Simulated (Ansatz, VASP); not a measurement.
## Two plane-wave programs on SnSe2

```
Sn Se
1.0
     3.87197    0.00000    0.00000
    -1.93599    3.35323    0.00000
     0.00000    0.00000    6.99459
Sn Se
1 2
Direct
  0.00000 0.00000 0.00000
  0.33333 0.66667 0.22797
  0.66667 0.33333 0.77203
```

Alike in both runs: functional PBE; k mesh 12 × 12 × 6; occupations gaussian, width 0.02 eV; no spin polarisation.

Ansatz relaxed the structure, and its values are those at the end. VASP's run is a single point on that final structure, the one shown.

```csv
,VASP,Ansatz
version,VASP 6.6.1,Ansatz 0.2.0
potentials or method,"VASP PAW PBE potentials, release 64 (Sn_d, Se), cutoff 520 eV","scalar-relativistic, plane waves, PAW"
valence electrons in the cell,26,46
```

```csv
,VASP,Ansatz,Ansatz less VASP
gap on the k mesh at the Fermi level (eV),0.69,0.69,+0.002
least direct gap on the mesh (eV),1.08,1.08,+0.003
pressure (GPa),0.0,0.0,-0.05
rms of the force components (eV/Å),0.006,0.000,-0.0058
```

VASP's potentials hold 26 valence electrons a cell and Ansatz's 46, so a difference there can come from the potentials and not from the codes.
